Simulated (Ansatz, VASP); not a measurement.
One calculation of BiTe, two programs

File INCAR:

```
SYSTEM = BiTe
ALGO = Normal
EDIFF = 1E-6
ENCUT = 520
GGA = PE
ISIF = 2
ISMEAR = 0
LASPH = .TRUE.
LCHARG = .TRUE.
LELF = .TRUE.
LREAL = .FALSE.
LVHAR = .TRUE.
LWAVE = .FALSE.
NBANDS = 18
NELM = 100
PREC = Accurate
SIGMA = 0.15
```

KPOINTS

```
k-points
0
G
  12 12 12
  0 0 0
```

The input POSCAR:

```
BiTe
1.0
    0.0000000000      3.2511939987      3.0236104188
    3.2511939987      0.0000000000      3.0236104188
    3.2511939987      3.2511939987      0.0000000000
Bi Te
1 1
Direct
    0.0203484414      0.0203484414     -0.0203484414
    0.4666737820      0.4666737820      0.5333262180
```

Input for Ansatz:

```yaml
crystal:
  lattice:
    - [0.0, 3.2511939987, 3.0236104188]
    - [3.2511939987, 0.0, 3.0236104188]
    - [3.2511939987, 3.2511939987, 0.0]
  atoms:
    - { symbol: Bi, position: [0.0203484414, 0.0203484414, -0.0203484414] }
    - { symbol: Te, position: [0.466673782, 0.466673782, 0.533326218] }
basis:
  ecutwfc: 420
kpoints:
  mp_grid: { grid: [12, 12, 12] }
hamiltonian:
  xc: pbe
scf:
  occupations: { method: gaussian, width: 0.15 }
output:
  forces: true
  stress: true
  eigenvalues: true
  write_density: true
  write_potential: true
  elf: true
  volumetric_format: npy
```

Change from the starting cell: mode 6 frozen in at -0.217 Å, normal strain along z -0.0700.

Alike in both runs: task single point; functional PBE; k mesh 12 × 12 × 12; occupations gaussian, width 0.15 eV; no spin polarisation.

|  | VASP | Ansatz |
| --- | --- | --- |
| version | VASP 6.6.1 | Ansatz 0.2.0 |
| potentials or method | VASP PAW PBE potentials, release 64 (Bi_d, Te), cutoff 520 eV | scalar-relativistic, plane waves, PAW |
| valence electrons in the cell | 21 | 31 |

Ansatz gave:

| Property | Result |
| --- | --- |
| gap on the k mesh at the Fermi level (eV) | none |
| pressure (GPa) | 7.9 |
| traceless stress, the component that is largest in VASP (GPa) | 8.78 |
| rms of the force components (eV/Å) | 1.211 |

What did VASP give for the same quantities?

gap on the k mesh at the Fermi level (eV): none; pressure (GPa): 7.9; traceless stress, the component that is largest in VASP (GPa): 8.84; rms of the force components (eV/Å): 1.224.

Atom by atom the forces differ by 0.013 eV/Å (rms over components). A gap of «none» marks a metal or a gap that the smearing closes. With one functional, cell and mesh, what is left measures potentials, basis and numerics. VASP's potentials hold 21 valence electrons a cell and Ansatz's 31, so a difference there can come from the potentials and not from the codes.

Neither program's run includes spin-orbit coupling.
